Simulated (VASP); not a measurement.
# MgS (I4mm) in VASP: notebook, part 2 of 2

VASP 6.6.1. Earlier steps stand in the parts before.

## (3) Single point, LDA

Input file INCAR:

```
SYSTEM = MgS
ALGO     = Normal         ! electronic algorithm
EDIFF    = 1E-7           ! SCF threshold, eV
ENCUT    = 520            ! plane-wave cutoff, eV
ISIF     = 2              ! what is computed and relaxed
ISMEAR   = 0              ! smearing method
LASPH    = .TRUE.         ! aspherical terms in the spheres
LCHARG   = .TRUE.         ! write CHGCAR
LELF     = .TRUE.         ! ELF
LREAL    = .FALSE.        ! projectors in reciprocal space
LVHAR    = .TRUE.       
LWAVE    = .FALSE.        ! write WAVECAR
NBANDS   = 11             ! bands
NELM     = 100            ! most SCF steps
PREC     = Accurate       ! precision mode
SIGMA    = 0.05           ! smearing width, eV
```

Input file KPOINTS:

```
k-points
0
G
  8 8 8
  0 0 0
```

Input file POSCAR:

```
MgS
1.0
    0.0000000000      2.6016500000      2.6016500000
    2.6016500000      0.0000000000      2.6016500000
    2.6016500000      2.6016500000      0.0000000000
Mg S
1 1
Direct
    0.0000000000      0.0000000000      0.0000000000
    0.4711721408      0.4711721408      0.5288278592
```

Potentials or basis: VASP PAW LDA potentials, release 64 (Mg, S).

The run is started by

```
> cat potpaw_LDA.64/Mg/POTCAR potpaw_LDA.64/S/POTCAR > POTCAR
> mpirun -np 1 vasp_std > vasp.out
```

OUTCAR:

```text
SYSTEM = MgS
   EDIFF = 1E-7
   ENCUT = 520
   ISIF = 2
   ISMEAR = 0
   LASPH = .TRUE.
   LREAL = .FALSE.
   NELM = 100
   PREC = Accurate

 ion  position               nearest neighbor table
   1  0.000  0.000  0.000-   2 2.45   2 2.61   2 2.61   2 2.61   2 2.61   2 2.75
   2  0.471  0.471  0.529-   1 2.45   1 2.61   1 2.61   1 2.61   1 2.61   1 2.75

  LATTYP: Found a face centered cubic cell.
 ALAT       =     5.2033000000

  Lattice vectors:

 A1 = (   0.0000000000,   2.6016500000,   2.6016500000)
 A2 = (   2.6016500000,   0.0000000000,   2.6016500000)
 A3 = (   2.6016500000,   2.6016500000,   0.0000000000)

Analysis of symmetry for initial positions (statically):
=====================================================================
 Subroutine PRICEL returns:
 Original cell was already a primitive cell.

 Routine SETGRP: Setting up the symmetry group for a
 face centered cubic supercell.

 Subroutine GETGRP returns: Found  8 space group operations
 (whereof  8 operations were pure point group operations)
 out of a pool of 48 trial point group operations.

The static configuration has the point symmetry C_4v.

Analysis of symmetry for dynamics (positions and initial velocities):
=====================================================================
 Subroutine PRICEL returns:
 Original cell was already a primitive cell.

 Routine SETGRP: Setting up the symmetry group for a
 face centered cubic supercell.

 Subroutine GETGRP returns: Found  8 space group operations
 (whereof  8 operations were pure point group operations)
 out of a pool of 48 trial point group operations.

The dynamic configuration has the point symmetry C_4v.

 Subroutine INISYM returns: Found  8 space group operations
 (whereof  8 operations are pure point group operations),
 and found     1 'primitive' translations

----------------------------------------------------------------------------------------

                                     Primitive cell

  volume of cell :      35.2190

  direct lattice vectors                    reciprocal lattice vectors
     0.000000000  2.601650000  2.601650000    -0.192185728  0.192185728  0.192185728
     2.601650000  0.000000000  2.601650000     0.192185728 -0.192185728  0.192185728
     2.601650000  2.601650000  0.000000000     0.192185728  0.192185728 -0.192185728

  length of vectors
     3.679288715  3.679288715  3.679288715     0.332875446  0.332875446  0.332875446

  position of ions in fractional coordinates (direct lattice)
     0.000000000  0.000000000  0.000000000
     0.471172141  0.471172141  0.528827859

  ion indices of the primitive-cell ions
   primitive index   ion index
                 1           1
                 2           2

----------------------------------------------------------------------------------------

 KPOINTS: k-points

Automatic generation of k-mesh.
 Grid dimensions read from file:
 generate k-points for:    8    8    8

 Generating k-lattice:

  Cartesian coordinates                     Fractional coordinates (reciprocal lattice)
    -0.024023216  0.024023216  0.024023216     0.125000000  0.000000000  0.000000000
     0.024023216 -0.024023216  0.024023216     0.000000000  0.125000000  0.000000000
     0.024023216  0.024023216 -0.024023216     0.000000000  0.000000000  0.125000000

  Length of vectors
     0.041609431  0.041609431  0.041609431

  Shift w.r.t. Gamma in fractional coordinates (k-lattice)
     0.000000000  0.000000000  0.000000000

 Subroutine IBZKPT returns following result:
 ===========================================

 Found     59 irreducible k-points:

 Following reciprocal coordinates:
            Coordinates               Weight
  0.000000  0.000000  0.000000      1.000000
  0.125000  0.000000  0.000000      8.000000
  0.250000  0.000000  0.000000      8.000000
  0.375000  0.000000  0.000000      8.000000
  0.500000  0.000000  0.000000      4.000000
  0.125000  0.125000  0.000000      2.000000
[... 16 lines left out ...]
  0.000000  0.375000  0.250000     16.000000
  0.500000  0.250000  0.000000      8.000000
 [... further k-points ...]
   k-points           NKPTS =     59   k-points in BZ     NKDIM =     59   number of bands    NBANDS=     11
   number of dos      NEDOS =    301   number of ions     NIONS =      2
   total plane-waves  NPLWV =  21952
   dimension x,y,z NGX =    28 NGY =   28 NGZ =   28
   dimension x,y,z NGXF=    56 NGYF=   56 NGZF=   56
   ions per type =               1   1
   NGX,Y,Z   is equivalent  to a cutoff of  12.65, 12.65, 12.65 a.u.
   NGXF,Y,Z  is equivalent  to a cutoff of  25.30, 25.30, 25.30 a.u.
 SYSTEM =  MgS
   PREC   = accura    normal or accurate (medium, high low for compatibility)
   ISTART =      0    job   : 0-new  1-cont  2-samecut
   ICHARG =      2    charge: 1-file 2-atom 10-const
   ISPIN  =      1    spin polarized calculation?
   LNONCOLLINEAR =      F non collinear calculations
   LSORBIT =      F    spin-orbit coupling
   LASPH  =      T    aspherical Exc in radial PAW
   ENCUT  =  520.0 eV  38.22 Ry    6.18 a.u.   6.84  6.84  6.84*2*pi/ulx,y,z
   NELM   =    100;   NELMIN=  2; NELMDL= -5     # of ELM steps
   EDIFF  = 0.1E-06   stopping-criterion for ELM
   LREAL  =      F    real-space projection
   EDIFFG = 0.1E-05   stopping-criterion for IOM
   NSW    =      0    number of steps for IOM
   IBRION =     -1    ionic relax: 0-MD 1-quasi-New 2-CG
   NFREE  =      0    steps in history (QN), initial steepest desc. (CG)
   ISIF   =      2    stress and relaxation
   ISYM   =      2    0-nonsym 1-usesym 2-fastsym
   POTIM  = 0.5000    time-step for ionic-motion
   TEBEG  =    0.0;   TEEND  =   0.0 temperature during run
   PSTRESS=    0.0 pullay stress
   NELECT =       8.0000    total number of electrons
   NUPDOWN=      -1.0000    fix difference up-down
   EMIN   =  10.00;   EMAX   =-10.00  energy-range for DOS
   EFERMI =   0.00;   METHOD = LEGACY
   ISMEAR =     0;   SIGMA  =   0.05  broadening in eV -4-tet -1-fermi 0-gaus
   EFERMI_NEDOS =   21; number of points for ismear=-14 and -15
   IALGO  =     38    algorithm
   IMIX   =      4    mixing-type and parameters
     AMIX     =   0.40;   BMIX     =  1.00
     AMIX_MAG =   1.60;   BMIX_MAG =  1.00
  volume/ion in A,a.u.               =      17.61       118.83
  Fermi-wavevector in a.u.,A,eV,Ry     =   0.998878  1.887606 13.575323  0.997758
  Thomas-Fermi vector in A             =   2.131131
   LORBIT       =      0    0 simple, 1 ext, 2 COOP (PROOUT), +10 PAW based schemes
   GGA     = CA    functional components
   LHFCALC =     F    Hartree Fock is set to
   AEXX    =    0.0000 exact exchange contribution
   IVDW    =     0    specifies the selected vdW correction
   LEPSILON=     F    determine dielectric tensor
   LRPA    =     F    only Hartree local field effects (RPA)
 non-spin polarized calculation
 Gauss-broadening in eV      SIGMA  =   0.05
  energy-cutoff  :      520.00
  volume of cell :       35.22
 maximum number of plane-waves:       960
   NGX = 13   NGY = 13   NGZ = 13

 number of electron       8.0000001 magnetization

 Free energy of the ion-electron system (eV)
  ---------------------------------------------------
  ext. energy  EPLUGINS =         0.00000000
  ---------------------------------------------------
  free energy    TOTEN  =        -9.54109887 eV

  energy without entropy =       -9.54109887  energy(sigma->0) =       -9.54109887

 E-fermi :   3.7847     XC(G=0):  -9.9826

 val. band max:        3.5768917082   @ k =   0.0000   0.0000   0.0000
 cond. band min:       6.1406291223   @ k =   0.0000   0.5000   0.5000
 fundamental gap:      2.5637374141
 Fermi energy:         3.7846775531

 k-point     1 :       0.0000    0.0000    0.0000
  band No.  band energies     occupation
      1      -9.0671      2.00000
      2       3.5390      2.00000
      3       3.5769      2.00000
      4       3.5769      2.00000
      5       7.0635      0.00000
      6      11.4027      0.00000
      7      11.4027      0.00000
      8      11.4433      0.00000
      9      13.8588      0.00000
     10      13.9214      0.00000
     11      15.8870      0.00000
[... 309 lines left out ...]
 k-point    24 :       0.5000    0.2500    0.0000
  band No.  band energies     occupation
      1      -7.5702      2.00000
      2      -0.5295      2.00000
      3       1.3278      2.00000
      4       2.3581      2.00000
      5       7.7967      0.00000
      6      10.1953      0.00000
      7      12.2165      0.00000
      8      12.4120      0.00000
      9      15.9686      0.00000
     10      18.0609      0.00000
     11      18.8757      0.00000

 [... further k-points ...]
[... 5 lines left out ...]
  --------------------------------------------------------------------------------------
  -------------------------------------------------------------------------------------
  Total       -0.8786628     -0.8786628     -0.2804306      0.0000000     -0.0000000      0.0000000
  in kB      -39.9720318    -39.9720318    -12.7573167      0.0000000     -0.0000000      0.0000000
  external PRESSURE =     -30.9004601 kB  Pullay stress =       0.0000000 kB

 VOLUME and BASIS-vectors are now :
 -----------------------------------------------------------------------------
  energy-cutoff  :      520.00
  volume of cell :       35.22
      direct lattice vectors                 reciprocal lattice vectors
     0.000000000  2.601650000  2.601650000    -0.192185728  0.192185728  0.192185728
     2.601650000  0.000000000  2.601650000     0.192185728 -0.192185728  0.192185728
     2.601650000  2.601650000  0.000000000     0.192185728  0.192185728 -0.192185728

 POSITION                                       TOTAL-FORCE (eV/Angst)
 -----------------------------------------------------------------------------------
      0.00000      0.00000      0.00000         0.000000      0.000000     -0.431969
      2.60165      2.60165      2.45165         0.000000      0.000000      0.431969
 -----------------------------------------------------------------------------------
    total drift:                                0.000000      0.000000      0.000002

  FREE ENERGIE OF THE ION-ELECTRON SYSTEM (eV)
  ---------------------------------------------------
  free  energy   TOTEN  =        -9.5410988698 eV

  energy  without entropy=       -9.5410988698  energy(sigma->0) =       -9.54109887
```

Wall time 11 s (1 thread of AMD EPYC 9R45 (Zen 5), shared host); peak memory 0.12 GiB.

Results:

| Quantity | Value |
| --- | --- |
| Free energy | -9.5411 eV |
| Pressure | -3.1 GPa |
| Largest force | 0.432 eV/Å |
| Band gap on the k mesh | 2.56 eV, indirect (least direct gap 3.49 eV) |

Forces in eV/Å, atoms in the order of the input:
```
Mg   0.000  0.000 -0.432
S    0.000  0.000  0.432
```

Caveat: the cell differs from its parent crystal (all S atoms moved +0.150 Å, as atom 2 towards its neighbour atom 1 (Mg) at 2.602 Å). A k mesh can miss the band edges.

## (4) Single point, LDA

Input file INCAR:

```
SYSTEM = MgS
  PREC = Accurate
  ENCUT = 520
  EDIFF = 1E-7
  ISMEAR = 0
  SIGMA = 0.05
  LREAL = .FALSE.
  LASPH = .TRUE.
  NELM = 100
  ALGO = Normal
  ISIF = 2
  LWAVE = .FALSE.
  LCHARG = .TRUE.
  GGA = CA
  LELF = .TRUE.
  LVHAR = .TRUE.
  NBANDS = 11
```

Input file KPOINTS:

```
regular mesh
0
G
  8 8 8
  0 0 0
```

POSCAR: that of step 3 with these lines changed.

```diff
@@ -9,2 +9,2 @@
     0.0000000000      0.0000000000      0.0000000000
-    0.4711721408      0.4711721408      0.5288278592
+    0.4663674975      0.4663674975      0.5336325025
```

Potentials or basis: VASP PAW LDA potentials, release 64 (Mg, S).

The run is started by

```
> cat potpaw_LDA.64/Mg/POTCAR potpaw_LDA.64/S/POTCAR > POTCAR
> mpirun -np 1 vasp_std > vasp.out
```

OUTCAR:

```text
SYSTEM = MgS
   PREC = Accurate
   ENCUT = 520
   EDIFF = 1E-7
   ISMEAR = 0
   LREAL = .FALSE.
   LASPH = .TRUE.
   NELM = 100
   ISIF = 2
   GGA = CA

 ion  position               nearest neighbor table
   1  0.000  0.000  0.000-   2 2.43   2 2.61   2 2.61   2 2.61   2 2.61   2 2.78
   2  0.466  0.466  0.534-   1 2.43   1 2.61   1 2.61   1 2.61   1 2.61   1 2.78

  LATTYP: Found a face centered cubic cell.
 ALAT       =     5.2033000000

  Lattice vectors:

 A1 = (   0.0000000000,   2.6016500000,   2.6016500000)
 A2 = (   2.6016500000,   0.0000000000,   2.6016500000)
 A3 = (   2.6016500000,   2.6016500000,   0.0000000000)

Analysis of symmetry for initial positions (statically):
=====================================================================
 Subroutine PRICEL returns:
 Original cell was already a primitive cell.

 Routine SETGRP: Setting up the symmetry group for a
 face centered cubic supercell.

 Subroutine GETGRP returns: Found  8 space group operations
 (whereof  8 operations were pure point group operations)
 out of a pool of 48 trial point group operations.

The static configuration has the point symmetry C_4v.

Analysis of symmetry for dynamics (positions and initial velocities):
[... 163 lines left out ...]
 fundamental gap:      2.5658393751
 Fermi energy:         3.8717644595

 k-point     1 :       0.0000    0.0000    0.0000
  band No.  band energies     occupation
      1      -9.0698      2.00000
      2       3.5244      2.00000
      3       3.5754      2.00000
      4       3.5754      2.00000
      5       7.0601      0.00000
      6      11.3971      0.00000
      7      11.3971      0.00000
      8      11.4523      0.00000
      9      13.8632      0.00000
     10      13.9484      0.00000
     11      15.8700      0.00000
[... 309 lines left out ...]
 k-point    24 :       0.5000    0.2500    0.0000
  band No.  band energies     occupation
      1      -7.5745      2.00000
      2      -0.5308      2.00000
      3       1.3254      2.00000
      4       2.3577      2.00000
      5       7.7977      0.00000
      6      10.1964      0.00000
      7      12.2103      0.00000
      8      12.4158      0.00000
      9      15.9693      0.00000
     10      18.0351      0.00000
     11      18.8612      0.00000

 [... further k-points ...]
[... 5 lines left out ...]
  --------------------------------------------------------------------------------------
  -------------------------------------------------------------------------------------
  Total       -0.8900436     -0.8900436     -0.0717239      0.0000000      0.0000000      0.0000000
  in kB      -40.4897630    -40.4897630     -3.2628542      0.0000000      0.0000000      0.0000000
  external PRESSURE =     -28.0807934 kB  Pullay stress =       0.0000000 kB

 VOLUME and BASIS-vectors are now :
 -----------------------------------------------------------------------------
  energy-cutoff  :      520.00
  volume of cell :       35.22
      direct lattice vectors                 reciprocal lattice vectors
     0.000000000  2.601650000  2.601650000    -0.192185728  0.192185728  0.192185728
     2.601650000  0.000000000  2.601650000     0.192185728 -0.192185728  0.192185728
     2.601650000  2.601650000  0.000000000     0.192185728  0.192185728 -0.192185728

 POSITION                                       TOTAL-FORCE (eV/Angst)
 -----------------------------------------------------------------------------------
      0.00000      0.00000      0.00000         0.000000      0.000000     -0.528504
      2.60165      2.60165      2.42665         0.000000      0.000000      0.528504
 -----------------------------------------------------------------------------------
    total drift:                                0.000000      0.000000     -0.000034

  FREE ENERGIE OF THE ION-ELECTRON SYSTEM (eV)
  ---------------------------------------------------
  free  energy   TOTEN  =        -9.5291152126 eV

  energy  without entropy=       -9.5291152126  energy(sigma->0) =       -9.52911521
```

OSZICAR:

```text
N       E                     dE             d eps       ncg     rms          rms(c)
DAV:   1     0.193474533971E+02    0.19347E+02   -0.36099E+03  1338   0.592E+02
DAV:   2    -0.867047750034E+01   -0.28018E+02   -0.26470E+02  1617   0.990E+01
DAV:   3    -0.997300162041E+01   -0.13025E+01   -0.13006E+01  1611   0.224E+01
DAV:   4    -0.998062934171E+01   -0.76277E-02   -0.76271E-02  1559   0.203E+00
DAV:   5    -0.998069302468E+01   -0.63683E-04   -0.63682E-04  1619   0.181E-01    0.445E+00
DAV:   6    -0.958523636067E+01    0.39546E+00   -0.87377E-01  1514   0.358E+00    0.340E+00
DAV:   7    -0.953481719536E+01    0.50419E-01   -0.20149E-01  1564   0.184E+00    0.214E+00
DAV:   8    -0.952956618745E+01    0.52510E-02   -0.13242E-02  1463   0.629E-01    0.858E-01
DAV:   9    -0.952913979475E+01    0.42639E-03   -0.92718E-04  1513   0.153E-01    0.324E-01
DAV:  10    -0.952911727484E+01    0.22520E-04   -0.85161E-05  1549   0.440E-02    0.673E-02
DAV:  11    -0.952911523669E+01    0.20381E-05   -0.99767E-06  1564   0.143E-02    0.727E-03
DAV:  12    -0.952911521262E+01    0.24077E-07   -0.31958E-07  1508   0.348E-03
   1 F= -.95291152E+01 E0= -.95291152E+01  d E =-.614380E-19
```

stdout:

```text
POSCAR found type information on POSCAR MgS
 POSCAR found :  2 types and       2 ions
 scaLAPACK will be used
 LDA part: xc-table for (Slater(with rela. corr.)+CA(PZ))
 , standard interpolation
 POSCAR, INCAR and KPOINTS ok, starting setup
 FFT: planning ... GRIDC
 FFT: planning ... GRID_SOFT
 FFT: planning ... GRID
 WAVECAR not read
 entering main loop
```

Run time: 11 s. Hardware: 1 thread of AMD EPYC 9R45 (Zen 5), shared host; peak memory 0.12 GiB.

Results:

```
Free energy            : -9.5291 eV
Pressure               : -2.8 GPa
Largest force          : 0.529 eV/Å
Band gap on the k mesh : 2.57 eV, indirect (least direct gap 3.48 eV)
```

Forces in eV/Å, atoms in the order of the input:
```
Mg   0.000  0.000 -0.529
S    0.000  0.000  0.529
```

Caveat: the cell differs from its parent crystal (all S atoms moved +0.175 Å, as atom 2 towards its neighbour atom 1 (Mg) at 2.602 Å). A k mesh can miss the band edges.
